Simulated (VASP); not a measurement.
# Zr (P6_3/mmc) in VASP: single point with PBE+D3(BJ)

Aim: the single point of Zr with PBE+D3(BJ).

Everything below comes from runs of VASP 6.6.1. Logs are shortened: lines on timing, memory, paths and dates and some standing lists are left out, and cuts for length are marked.

### Step 1. The cell of the first run

It takes space group P6_3/mmc (No. 194, hexagonal). Conventional cell: a = 3.184 Å, b = 3.184 Å, c = 5.116 Å, α = 90.00°, β = 90.00°, γ = 120.00°. Zr (site symmetry -6m2) has 12 Zr at 3.15 to 3.18 Å within 4.1 Å.

### Step 2. Single point, PBE+D3(BJ)

INCAR reads:

```
SYSTEM = Zr
ALGO = Normal
EDIFF = 1E-6
ENCUT = 500
GGA = PE
GGA_COMPAT = .False.
ISIF = 2
ISMEAR = 0
IVDW = 12
LASPH = .True.
LCHARG = .False.
LREAL = .False.
LWAVE = .False.
NBANDS = 19
NELM = 120
PREC = Accurate
SIGMA = 0.1
```

KPOINTS reads:

```
k-points
0
Gamma
  15 15 8
  0 0 0
```

POSCAR reads:

```
Zr
1.0
    3.1835875128      0.0000000000      0.0000000000
   -1.5917937564      2.7570676613      0.0000000000
    0.0000000000      0.0000000000      5.1155520158
Zr
2
Direct
    0.3333333333      0.6666666667      0.2500000000
    0.6666666667      0.3333333333      0.7500000000
```

Potentials or basis: VASP PAW PBE potentials, release 64 (Zr_sv).

Launch:

```
$ cat potpaw_PBE.64/Zr_sv/POTCAR > POTCAR
$ mpirun -np 1 vasp_std > vasp.out
```

OUTCAR:

```text
SYSTEM = Zr
   EDIFF = 1E-6
   ENCUT = 500
   GGA = PE
   ISIF = 2
   ISMEAR = 0
   IVDW = 12
   LASPH = .True.
   LREAL = .False.
   NELM = 120
   PREC = Accurate
 IVDW          = 12

 ion  position               nearest neighbor table
   1  0.333  0.667  0.250-   2 3.15   2 3.15   2 3.15   2 3.15   2 3.15   2 3.15
   2  0.667  0.333  0.750-   1 3.15   1 3.15   1 3.15   1 3.15   1 3.15   1 3.15

  LATTYP: Found a hexagonal cell.
 ALAT       =     3.1835875128
 C/A-ratio  =     1.6068513886

  Lattice vectors:

 A1 = (   3.1835875128,   0.0000000000,   0.0000000000)
 A2 = (  -1.5917937564,   2.7570676613,   0.0000000000)
 A3 = (   0.0000000000,   0.0000000000,   5.1155520158)

Analysis of symmetry for initial positions (statically):
=====================================================================
 Subroutine PRICEL returns:
 Original cell was already a primitive cell.

 Routine SETGRP: Setting up the symmetry group for a
 hexagonal supercell.

 Subroutine GETGRP returns: Found 24 space group operations
 (whereof 12 operations were pure point group operations)
 out of a pool of 24 trial point group operations.

The static configuration has the point symmetry D_3d.
 The point group associated with its full space group is D_6h.

Analysis of symmetry for dynamics (positions and initial velocities):
=====================================================================
 Subroutine PRICEL returns:
 Original cell was already a primitive cell.

 Routine SETGRP: Setting up the symmetry group for a
 hexagonal supercell.

 Subroutine GETGRP returns: Found 24 space group operations
 (whereof 12 operations were pure point group operations)
 out of a pool of 24 trial point group operations.

The dynamic configuration has the point symmetry D_3d.
 The point group associated with its full space group is D_6h.

 Subroutine INISYM returns: Found 24 space group operations
 (whereof 12 operations are pure point group operations),
 and found     1 'primitive' translations

----------------------------------------------------------------------------------------

                                     Primitive cell

  volume of cell :      44.9011

  direct lattice vectors                    reciprocal lattice vectors
     3.183587513  0.000000000  0.000000000     0.314111045  0.181352096  0.000000000
    -1.591793756  2.757067661  0.000000000     0.000000000  0.362704193  0.000000000
     0.000000000  0.000000000  5.115552016     0.000000000  0.000000000  0.195482325
[... 83 lines left out ...]
   NELM   =    120;   NELMIN=  2; NELMDL= -5     # of ELM steps
   EDIFF  = 0.1E-05   stopping-criterion for ELM
   LREAL  =      F    real-space projection
   EDIFFG = 0.1E-04   stopping-criterion for IOM
   NSW    =      0    number of steps for IOM
   IBRION =     -1    ionic relax: 0-MD 1-quasi-New 2-CG
   NFREE  =      0    steps in history (QN), initial steepest desc. (CG)
   ISIF   =      2    stress and relaxation
   ISYM   =      2    0-nonsym 1-usesym 2-fastsym
   POTIM  = 0.5000    time-step for ionic-motion
   TEBEG  =    0.0;   TEEND  =   0.0 temperature during run
   PSTRESS=    0.0 pullay stress
   NELECT =      24.0000    total number of electrons
   NUPDOWN=      -1.0000    fix difference up-down
   EMIN   =  10.00;   EMAX   =-10.00  energy-range for DOS
   EFERMI =   0.00;   METHOD = LEGACY
   ISMEAR =     0;   SIGMA  =   0.10  broadening in eV -4-tet -1-fermi 0-gaus
   EFERMI_NEDOS =   21; number of points for ismear=-14 and -15
   IALGO  =     38    algorithm
   IMIX   =      4    mixing-type and parameters
     AMIX     =   0.40;   BMIX     =  1.00
     AMIX_MAG =   1.60;   BMIX_MAG =  1.00
  volume/ion in A,a.u.               =      22.45       151.50
  Fermi-wavevector in a.u.,A,eV,Ry     =   1.328596  2.510683 24.016567  1.765168
  Thomas-Fermi vector in A             =   2.457822
   LORBIT       =      0    0 simple, 1 ext, 2 COOP (PROOUT), +10 PAW based schemes
   GGA     = PE    functional components
   LHFCALC =     F    Hartree Fock is set to
   AEXX    =    0.0000 exact exchange contribution
   IVDW    =    12    specifies the selected vdW correction
   LEPSILON=     F    determine dielectric tensor
   LRPA    =     F    only Hartree local field effects (RPA)
 non-spin polarized calculation
 Gauss-broadening in eV      SIGMA  =   0.10
  energy-cutoff  :      500.00
  volume of cell :       44.90
 maximum number of plane-waves:      1158
 NGX is ok and might be reduce to    24
   NGX = 11   NGY = 11   NGZ = 19

 number of electron      24.0000000 magnetization

 Free energy of the ion-electron system (eV)
  ---------------------------------------------------
  ext. energy  EPLUGINS =         0.00000000
  ---------------------------------------------------
  free energy    TOTEN  =       -17.02211654 eV

  energy without entropy =      -17.01213797  energy(sigma->0) =      -17.01712726

 E-fermi :   9.4244     XC(G=0): -11.2479

 val. band max:        9.4126289820   @ k =   0.3333   0.3333   0.5000
 cond. band min:       9.4327071109   @ k =   0.2000   0.1333   0.3750
 fundamental gap:      0.0200781289
 Fermi energy:         9.4244351956

 k-point     1 :       0.0000    0.0000    0.0000
  band No.  band energies     occupation
      1     -39.3612      2.00000
      2     -39.1875      2.00000
      3     -17.9421      2.00000
      4     -16.9676      2.00000
      5     -16.9676      2.00000
      6     -16.8318      2.00000
[... 505 lines left out ...]
      6     -17.3536      2.00000
[... 11 lines left out ...]
     18      14.4066      0.00000
     19      16.1353      0.00000

 [... further k-points ...]

------------------------ aborting loop because EDIFF is reached ----------------------------------------

 Edisp (eV)   -1.09742

 E8    (eV) :    -0.5637

  FORCE on cell =-STRESS in cart. coord.  units (eV):
  Direction    XX          YY          ZZ          XY          YZ          ZX
  --------------------------------------------------------------------------------------
  -------------------------------------------------------------------------------------
  Total       0.00227     0.00227     0.00144     0.00000     0.00000     0.00000
  in kB       0.08102     0.08102     0.05148     0.00000     0.00000     0.00000
  external pressure =        0.07 kB  Pullay stress =        0.00 kB

 VOLUME and BASIS-vectors are now :
 -----------------------------------------------------------------------------
  energy-cutoff  :      500.00
  volume of cell :       44.90
      direct lattice vectors                 reciprocal lattice vectors
     3.183587513  0.000000000  0.000000000     0.314111045  0.181352096  0.000000000
    -1.591793756  2.757067661  0.000000000     0.000000000  0.362704193  0.000000000
     0.000000000  0.000000000  5.115552016     0.000000000  0.000000000  0.195482325

 POSITION                                       TOTAL-FORCE (eV/Angst)
 -----------------------------------------------------------------------------------
     -0.00000      1.83805      1.27889        -0.000000      0.000000      0.000000
      1.59179      0.91902      3.83666         0.000000      0.000000      0.000000
 -----------------------------------------------------------------------------------
    total drift:                               -0.000000      0.000000     -0.000000

  FREE ENERGIE OF THE ION-ELECTRON SYSTEM (eV)
  ---------------------------------------------------
  free  energy   TOTEN  =       -18.1195318754 eV

  energy  without entropy=      -18.1095533070  energy(sigma->0) =      -18.11454259
```

stdout:

```text
POSCAR found type information on POSCAR Zr
 POSCAR found :  1 types and       2 ions
 scaLAPACK will be used
 LDA part: xc-table for (Slater+PW92), standard interpolation
 POSCAR, INCAR and KPOINTS ok, starting setup
 FFT: planning ... GRIDC
 FFT: planning ... GRID_SOFT
 FFT: planning ... GRID
 WAVECAR not read
 entering main loop
```

Wall time 3 min (1 thread of Intel Xeon 8259CL, shared host); peak memory 0.2 GiB.

Results:

```
Free energy                : -18.1195 eV
Pressure                   : 0.0 GPa
Band gap on the k mesh     : zero (bands 12 and 13 overlap by 1.30 eV)
Dispersion energy per atom : -0.549 eV
```

The gap in the log of VASP goes by the Fermi energy; the results here count the filled bands.